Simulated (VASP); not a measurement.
Write the native input for VASP 6.6.1 that does the following.

```
Task                   : single point
Functional             : AM05
Potentials or basis    : VASP PAW PBE potentials, release 64 (W_sv, S)
Cutoff                 : 300 eV
k mesh                 : 13 × 13 × 13
Occupations            : tetrahedron, width 0.03 eV
Spin                   : no spin polarisation
Tolerance level        : screening
Purpose                : density of states
K density              : 8 × 8 × 8
Further INCAR settings : ALGO = Normal; EDIFF = 1e-06; NBANDS = 31
```

Crystal: WS2.

```xyz
3
Lattice="1.5790 0.9116 6.1633 -1.5790 0.9116 6.1633 0.0000 -1.8233 6.1633" Properties=species:S:1:pos:R:3 pbc="T T T"
W     0.0000    0.0000    0.0000
S     0.0000    0.0000   10.7427
S     0.0000    0.0000   13.8730
```

The input as run:

POSCAR

```
WS2
1.0
    1.5790000000      0.9116360751      6.1633333333
   -1.5790000000      0.9116360751      6.1633333333
    0.0000000000     -1.8232721501      6.1633333333
W S
1 2
Direct
    0.0000000000      0.0000000000      0.0000000000
    0.5810000000      0.5810000000      0.5810000000
    0.7503000000      0.7503000000      0.7503000000
```

INCAR.step1

```
GGA = AM ; ISMEAR = 0
SIGMA = 0.03 ; LWAVE = False
LCHARG = True ; NBANDS = 31
PREC = Accurate ; LASPH = True
LREAL = False ; ALGO = Normal
EDIFF = 1E-6 ; NELM = 120
GGA_COMPAT = False ; ENCUT = 300
EFERMI = MIDGAP ; LMAXMIX = 4
KPAR = 4
```

KPOINTS.step1

```
k-points
0
Gamma
  8 8 8
```

INCAR.step2

```
GGA = AM ; ISMEAR = -5
LWAVE = False ; LCHARG = False
NBANDS = 31 ; PREC = Accurate
LASPH = True ; LREAL = False
ALGO = Normal ; EDIFF = 1E-6
NELM = 120 ; GGA_COMPAT = False
ENCUT = 300 ; EFERMI = MIDGAP
LMAXMIX = 4 ; NEDOS = 2001
LORBIT = 11 ; EMIN = -8.9848
EMAX = 16.0152 ; ICHARG = 11
KPAR = 4
```

KPOINTS.step2

```
Automatic mesh
0
Gamma
  13 13 13
  0 0 0
```

Potentials or basis: VASP PAW PBE potentials, release 64 (W_sv, S).

Launch:

```console
$ cat potpaw_PBE.64/W_sv/POTCAR potpaw_PBE.64/S/POTCAR > POTCAR
$ cp INCAR.step1 INCAR
$ cp KPOINTS.step1 KPOINTS
$ mpirun -np 4 vasp_std > vasp.out
$ cp INCAR.step2 INCAR
$ cp KPOINTS.step2 KPOINTS
$ mpirun -np 4 vasp_std > vasp.out
```

Results of the run:

* Band gap on the k mesh: 1.07 eV (least direct gap 2.10 eV)
* Valence electrons inside the program's atomic spheres: W 12.07; S 3.70, 3.71

Caveat: spin-orbit coupling is left out, which moves the levels of the heavy elements; an odd mesh through Γ misses points on the zone boundary, where band edges can lie.

Wall time 82 s on 4 MPI ranks on Intel(R) Xeon(R) Platinum 8488C (Sapphire Rapids), with other jobs on the host, peak memory 0.28 GiB a rank.
